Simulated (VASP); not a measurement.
The system is InAs2.

```
CELL_PARAMETERS angstrom
5.07638 0.00000 0.00000
-2.53819 4.39627 0.00000
0.00000 0.00000 3.03234
ATOMIC_POSITIONS crystal
In 0.00000 0.00000 0.50000
As 0.33333 0.66667 0.50000
As 0.66667 0.33333 0.50000
```

| Property | Result |
| --- | --- |
| Program | VASP 6.6.1 |
| Task | relaxation of cell and atoms |
| Functional | PBE |
| Potentials or basis | VASP PAW PBE potentials, release 64 (In_d, As) |
| Cutoff | 600 eV |
| k mesh | 6 × 6 × 6 |
| Occupations | gaussian, width 0.1 eV |
| Spin | no spin polarisation |

At the start: pressure 0.7 GPa; volume 22.56 Å³/atom.

Question: Where does the relaxation end?

Answer: Over 9 steps the energy falls by 98.5 meV/atom and the volume is 22.42 Å³/atom (-0.6 %); space group P6/mmm (No. 191, to 0.05 Å).

Step by step:
```tsv
step	energy change (eV)	largest force (eV/Å)	pressure (GPa)	volume (Å³)
1	0.0000	0.0000	0.67	67.67
2	-0.1590	0.0000	-1.16	68.51
3	0.1079	0.0000	1.86	69.97
4	-0.2754	0.0000	-1.80	69.08
5	-0.2840	0.0000	-1.78	69.26
6	-0.2780	0.0000	1.25	66.39
7	-0.2917	0.0000	-0.56	68.01
8	-0.2953	0.0000	0.13	67.04
9	-0.2956	0.0000	-0.04	67.25
```

Final structure:
```cif
data_structure
_symmetry_space_group_name_H-M 'P 1'
_symmetry_Int_Tables_number 1
_cell_length_a 5.2910
_cell_length_b 5.2910
_cell_length_c 2.7739
_cell_angle_alpha 90.000
_cell_angle_beta 90.000
_cell_angle_gamma 120.000
_cell_volume 67.25
loop_
_atom_site_label
_atom_site_type_symbol
_atom_site_fract_x
_atom_site_fract_y
_atom_site_fract_z
_atom_site_occupancy
In1 In 0.00000 0.00000 0.50000 1
As1 As 0.33333 0.66667 0.50000 1
As2 As 0.66667 0.33333 0.50000 1
```
